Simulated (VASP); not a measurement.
# B (P6_3/mmc) in VASP: a series of runs

B is run at these levels: PBEsol; tasks: single point.

All numbers are computed with VASP 6.6.1; they aren't measurements. Logs are shortened: lines on timing, memory, paths and dates and some standing lists are left out, and cuts for length are marked.

**1. The cell of the first run**

It takes space group P6_3/mmc (No. 194, hexagonal). The conventional cell has a = 1.680 Å, b = 1.680 Å, c = 5.819 Å, α = 90.00°, β = 90.00°, γ = 120.00°. Within 2.2 Å of B (site symmetry -6m2) lie 6 B at 1.68 Å.

**2. Single point, PBEsol (volume scaled by 0.8)**

Input file INCAR:

```
PREC     = Accurate       # precision mode
ENCUT    = 520            # plane-wave cutoff, eV
EDIFF    = 1E-6           # SCF threshold, eV
ISMEAR   = -1             # smearing method
SIGMA    = 0.08           # smearing width, eV
LREAL    = False          # projectors in reciprocal space
LASPH    = True           # aspherical terms in the spheres
NELM     = 100            # most SCF steps
ALGO     = Normal         # electronic algorithm
ISIF     = 2              # what is computed and relaxed
LWAVE    = False          # write WAVECAR
LCHARG   = True           # write CHGCAR
GGA      = PS             # functional
LELF     = True           # ELF
LVHAR    = True         
NBANDS   = 10             # bands
```

Input file KPOINTS:

```
Automatic mesh
0
Gamma
  21 21 11
```

Input file POSCAR:

```
B
1.0
    1.6797108244      0.0000000000      0.0000000000
   -0.8398554122      1.4546722449      0.0000000000
    0.0000000000      0.0000000000      5.8189065369
B
2
Direct
    0.3333333333      0.6666666667      0.2500000000
    0.6666666667      0.3333333333      0.7500000000
```

Potentials or basis: VASP PAW PBE potentials, release 64 (B).

The run is started by

```
cat potpaw_PBE.64/B/POTCAR > POTCAR
mpirun -np 1 vasp_std > vasp.out
```

OUTCAR:

```text
PREC = Accurate
   ENCUT = 520
   EDIFF = 1E-6
   ISMEAR = -1
   LREAL = False
   LASPH = True
   NELM = 100
   ISIF = 2
   GGA = PS

 ion  position               nearest neighbor table
   1  0.333  0.667  0.250-
   2  0.667  0.333  0.750-

  LATTYP: Found a hexagonal cell.
 ALAT       =     1.6797108244
 C/A-ratio  =     3.4642311357

  Lattice vectors:

 A1 = (   1.6797108244,   0.0000000000,   0.0000000000)
 A2 = (  -0.8398554122,   1.4546722449,   0.0000000000)
 A3 = (   0.0000000000,   0.0000000000,   5.8189065369)

Analysis of symmetry for initial positions (statically):
=====================================================================
 Subroutine PRICEL returns:
 Original cell was already a primitive cell.

 Routine SETGRP: Setting up the symmetry group for a
 hexagonal supercell.

 Subroutine GETGRP returns: Found 24 space group operations
 (whereof 12 operations were pure point group operations)
 out of a pool of 24 trial point group operations.

The static configuration has the point symmetry D_3d.
 The point group associated with its full space group is D_6h.

Analysis of symmetry for dynamics (positions and initial velocities):
=====================================================================
 Subroutine PRICEL returns:
 Original cell was already a primitive cell.

 Routine SETGRP: Setting up the symmetry group for a
 hexagonal supercell.

 Subroutine GETGRP returns: Found 24 space group operations
 (whereof 12 operations were pure point group operations)
 out of a pool of 24 trial point group operations.

The dynamic configuration has the point symmetry D_3d.
 The point group associated with its full space group is D_6h.

 Subroutine INISYM returns: Found 24 space group operations
 (whereof 12 operations are pure point group operations),
 and found     1 'primitive' translations

----------------------------------------------------------------------------------------

                                     Primitive cell

  volume of cell :      14.2181

  direct lattice vectors                    reciprocal lattice vectors
     1.679710824  0.000000000  0.000000000     0.595340570  0.343720038  0.000000000
    -0.839855412  1.454672245  0.000000000     0.000000000  0.687440077  0.000000000
     0.000000000  0.000000000  5.818906537     0.000000000  0.000000000  0.171853594

  length of vectors
     1.679710824  1.679710824  5.818906537     0.687440077  0.687440077  0.171853594

  position of ions in fractional coordinates (direct lattice)
     0.333333333  0.666666667  0.250000000
     0.666666667  0.333333333  0.750000000

  ion indices of the primitive-cell ions
   primitive index   ion index
                 1           1
                 2           2

----------------------------------------------------------------------------------------

 KPOINTS: Automatic mesh

Automatic generation of k-mesh.
 Grid dimensions read from file:
 generate k-points for:   21   21   11

 Generating k-lattice:

  Cartesian coordinates                     Fractional coordinates (reciprocal lattice)
     0.028349551  0.016367621  0.000000000     0.047619048  0.000000000  0.000000000
     0.000000000  0.032735242  0.000000000     0.000000000  0.047619048  0.000000000
     0.000000000  0.000000000  0.015623054     0.000000000  0.000000000  0.090909091

  Length of vectors
     0.032735242  0.032735242  0.015623054

  Shift w.r.t. Gamma in fractional coordinates (k-lattice)
     0.000000000  0.000000000  0.000000000

 Subroutine IBZKPT returns following result:
 ===========================================

 Found    288 irreducible k-points:

 Following reciprocal coordinates:
            Coordinates               Weight
  0.000000  0.000000  0.000000      1.000000
  0.047619  0.000000  0.000000      6.000000
  0.095238  0.000000  0.000000      6.000000
  0.142857  0.000000  0.000000      6.000000
  0.190476  0.000000  0.000000      6.000000
  0.238095  0.000000  0.000000      6.000000
[... 16 lines left out ...]
  0.142857  0.095238  0.000000     12.000000
  0.190476  0.095238  0.000000     12.000000
 [... further k-points ...]
   k-points           NKPTS =    288   k-points in BZ     NKDIM =    288   number of bands    NBANDS=     10
   number of dos      NEDOS =    301   number of ions     NIONS =      2
   total plane-waves  NPLWV =   6912
   dimension x,y,z NGX =    12 NGY =   12 NGZ =   48
   dimension x,y,z NGXF=    24 NGYF=   24 NGZF=   96
   ions per type =               2
   NGX,Y,Z   is equivalent  to a cutoff of  11.88, 11.88, 13.71 a.u.
   NGXF,Y,Z  is equivalent  to a cutoff of  23.75, 23.75, 27.43 a.u.
 SYSTEM =  unknown system
   PREC   = accura    normal or accurate (medium, high low for compatibility)
   ISTART =      0    job   : 0-new  1-cont  2-samecut
   ICHARG =      2    charge: 1-file 2-atom 10-const
   ISPIN  =      1    spin polarized calculation?
   LNONCOLLINEAR =      F non collinear calculations
   LSORBIT =      F    spin-orbit coupling
   LASPH  =      T    aspherical Exc in radial PAW
   ENCUT  =  520.0 eV  38.22 Ry    6.18 a.u.   3.12  3.12 10.82*2*pi/ulx,y,z
   NELM   =    100;   NELMIN=  2; NELMDL= -5     # of ELM steps
   EDIFF  = 0.1E-05   stopping-criterion for ELM
   LREAL  =      F    real-space projection
   EDIFFG = 0.1E-04   stopping-criterion for IOM
   NSW    =      0    number of steps for IOM
   IBRION =     -1    ionic relax: 0-MD 1-quasi-New 2-CG
   NFREE  =      0    steps in history (QN), initial steepest desc. (CG)
   ISIF   =      2    stress and relaxation
   ISYM   =      2    0-nonsym 1-usesym 2-fastsym
   POTIM  = 0.5000    time-step for ionic-motion
   TEBEG  =    0.0;   TEEND  =   0.0 temperature during run
   PSTRESS=    0.0 pullay stress
   NELECT =       6.0000    total number of electrons
   NUPDOWN=      -1.0000    fix difference up-down
   EMIN   =  10.00;   EMAX   =-10.00  energy-range for DOS
   EFERMI =   0.00;   METHOD = LEGACY
   ISMEAR =    -1;   SIGMA  =   0.08  broadening in eV -4-tet -1-fermi 0-gaus
   EFERMI_NEDOS =   21; number of points for ismear=-14 and -15
   IALGO  =     38    algorithm
   IMIX   =      4    mixing-type and parameters
     AMIX     =   0.40;   BMIX     =  1.00
     AMIX_MAG =   1.60;   BMIX_MAG =  1.00
  volume/ion in A,a.u.               =       7.11        47.97
  Fermi-wavevector in a.u.,A,eV,Ry     =   1.227943  2.320476 20.515465  1.507844
  Thomas-Fermi vector in A             =   2.362887
   LORBIT       =      0    0 simple, 1 ext, 2 COOP (PROOUT), +10 PAW based schemes
   GGA     = PS    functional components
   LHFCALC =     F    Hartree Fock is set to
   AEXX    =    0.0000 exact exchange contribution
   IVDW    =     0    specifies the selected vdW correction
   LEPSILON=     F    determine dielectric tensor
   LRPA    =     F    only Hartree local field effects (RPA)
 non-spin polarized calculation
  energy-cutoff  :      520.00
  volume of cell :       14.22
 maximum number of plane-waves:       402
   NGX =  7   NGY =  7   NGZ = 21

 number of electron       6.0000000 magnetization

 Free energy of the ion-electron system (eV)
  ---------------------------------------------------
  ext. energy  EPLUGINS =         0.00000000
  ---------------------------------------------------
  free energy    TOTEN  =       -12.46790905 eV

  energy without entropy =      -12.45622669  energy(sigma->0) =      -12.46206787

 E-fermi :   7.8303     XC(G=0): -11.6951

 val. band max:        7.8268084179   @ k =   0.2857   0.2857   0.2727
 cond. band min:       7.8456069818   @ k =   0.3333   0.0000   0.3636
 fundamental gap:      0.0187985639
 Fermi energy:         7.8303334827

 k-point     1 :       0.0000    0.0000    0.0000
  band No.  band energies     occupation
      1     -10.4137      2.00000
      2      -8.9892      2.00000
      3      -2.6594      2.00000
      4       2.6124      2.00000
      5      12.0784      0.00000
      6      24.1590      0.00000
      7      31.4089      0.00000
      8      33.5455      0.00000
      9      33.5455      0.00000
     10      33.5876      0.00000

 k-point     2 :       0.0476    0.0000    0.0000
  band No.  band energies     occupation
      1     -10.3034      2.00000
      2      -8.8900      2.00000
      3      -2.5027      2.00000
      4       2.7640      2.00000
      5      12.1857      0.00000
      6      24.2951      0.00000
      7      30.8362      0.00000
      8      33.1318      0.00000
      9      33.1791      0.00000
     10      33.2402      0.00000

 k-point     3 :       0.0952    0.0000    0.0000
  band No.  band energies     occupation
      1      -9.9733      2.00000
      2      -8.5932      2.00000
      3      -2.0332      2.00000
      4       3.2180      2.00000
      5      12.5039      0.00000
      6      24.6991      0.00000
      7      29.4374      0.00000
      8      31.7670      0.00000
      9      32.2158      0.00000
     10      32.3070      0.00000

 k-point     4 :       0.1429    0.0000    0.0000
  band No.  band energies     occupation
      1      -9.4258      2.00000
      2      -8.1002      2.00000
      3      -1.2519      2.00000
      4       3.9719      2.00000
      5      13.0182      0.00000
      6      25.3560      0.00000
      7      27.3778      0.00000
      8      29.5939      0.00000
      9      30.9198      0.00000
     10      31.0355      0.00000
[... 222 lines left out ...]
 k-point    22 :       0.0952    0.0952    0.0000
  band No.  band energies     occupation
      1      -9.0980      2.00000
      2      -7.8042      2.00000
      3      -0.7840      2.00000
      4       4.4221      2.00000
      5      13.3273      0.00000
      6      25.7400      0.00000
      7      27.1245      0.00000
      8      28.6047      0.00000
      9      28.7167      0.00000
     10      29.8423      0.00000

 k-point    23 :       0.1429    0.0952    0.0000
  band No.  band energies     occupation
      1      -8.3390      2.00000
      2      -7.1180      2.00000
      3       0.3053      2.00000
      4       5.4668      2.00000
      5      14.0014      0.00000
      6      24.9565      0.00000
      7      26.0254      0.00000
      8      26.5929      0.00000
      9      26.6464      0.00000
     10      28.5986      0.00000

 k-point    24 :       0.1905    0.0952    0.0000
  band No.  band energies     occupation
      1      -7.3752      2.00000
      2      -6.2450      2.00000
      3       1.6997      2.00000
      4       6.7944      2.00000
      5      14.7306      0.00000
      6      21.8568      0.00000
      7      23.1706      0.00000
      8      25.4760      0.00000
      9      27.5043      0.00000
     10      27.5633      0.00000

 [... further k-points ...]
[... 5 lines left out ...]
  --------------------------------------------------------------------------------------
  -------------------------------------------------------------------------------------
  Total        1.5490507      1.5490507      1.5016429      0.0000000      0.0000000      0.0000000
  in kB      174.5561465    174.5561465    169.2139676      0.0000000      0.0000000      0.0000000
  external PRESSURE =     172.7754202 kB  Pullay stress =       0.0000000 kB

 VOLUME and BASIS-vectors are now :
 -----------------------------------------------------------------------------
  energy-cutoff  :      520.00
  volume of cell :       14.22
      direct lattice vectors                 reciprocal lattice vectors
     1.679710824  0.000000000  0.000000000     0.595340570  0.343720038  0.000000000
    -0.839855412  1.454672245  0.000000000     0.000000000  0.687440077  0.000000000
     0.000000000  0.000000000  5.818906537     0.000000000  0.000000000  0.171853594

 POSITION                                       TOTAL-FORCE (eV/Angst)
 -----------------------------------------------------------------------------------
     -0.00000      0.96978      1.45473         0.000000     -0.000000      0.000000
      0.83986      0.48489      4.36418        -0.000000      0.000000      0.000000
 -----------------------------------------------------------------------------------
    total drift:                               -0.000000      0.000000     -0.000000

  FREE ENERGIE OF THE ION-ELECTRON SYSTEM (eV)
  ---------------------------------------------------
  free  energy   TOTEN  =       -12.4679090470 eV

  energy  without entropy=      -12.4562266914  energy(sigma->0) =      -12.46206787
```

It took 29 s on 1 thread of Intel Xeon 8259CL, shared host; peak memory 0.14 GiB.

What came out:

```
Free energy            : -12.4679 eV
Pressure               : 17.3 GPa
Band gap on the k mesh : zero (band 3 reaches 10.38 eV, above the bottom of band 4 at 0.01 eV)
```

Levels at points of the mesh, in eV from the Fermi level:
```tsv
k point	band 1	band 2	band 3	band 4	band 5	band 6
(0.00, 0.00, 0.00)	-18.24	-16.82	-10.49	-5.22	4.25	16.33
```

Caveat: the PAW data sets were made with another functional, which shifts forces and pressure a little.

(Continued in part 2 of 2.)
